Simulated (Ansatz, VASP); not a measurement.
## One calculation of TiO2, two programs

```
Ti O
1.0
     4.59125   -0.04591    0.00000
    -0.04591    4.59125    0.00000
     0.00000    0.00000    2.93899
Ti O
2 4
Direct
  0.00000 0.00000 0.00000
  0.50000 0.50000 0.50000
  0.30444 0.30444 0.00000
  0.19556 0.80444 0.50000
  0.69556 0.69556 0.00000
  0.80444 0.19556 0.50000
```

Change from the starting cell: strain -0.0200 x Voigt [0, 0, 0, 0, 0, 1], atoms carried along.

Alike in both runs: task single point; functional PBEsol; k mesh 6 × 6 × 10; occupations gaussian, width 0.05 eV; no spin polarisation.

|  | VASP | Ansatz |
| --- | --- | --- |
| version | VASP 6.6.1 | Ansatz 0.2.0 |
| potentials or method | VASP PAW PBE potentials, release 64 (Ti_sv, O), cutoff 520 eV | scalar-relativistic, plane waves, PAW |
| valence electrons in the cell | 48 | 48 |

|  | VASP | Ansatz | Ansatz less VASP |
| --- | --- | --- | --- |
| gap on the k mesh at the Fermi level (eV) | 1.84 | 1.87 | +0.028 |
| least direct gap on the mesh (eV) | 1.84 | 1.87 | +0.028 |
| pressure (GPa) | 0.8 | 0.1 | -0.67 |
| traceless stress, the component that is largest in VASP (GPa) | 4.63 | 4.60 | -0.033 |
| rms of the force components (eV/Å) | 0.018 | 0.016 | -0.0020 |

VASP's potentials were made for PBE, not for PBEsol. Atom by atom the forces differ by 0.012 eV/Å (rms over components). With one functional, cell and mesh, what is left measures potentials, basis and numerics.
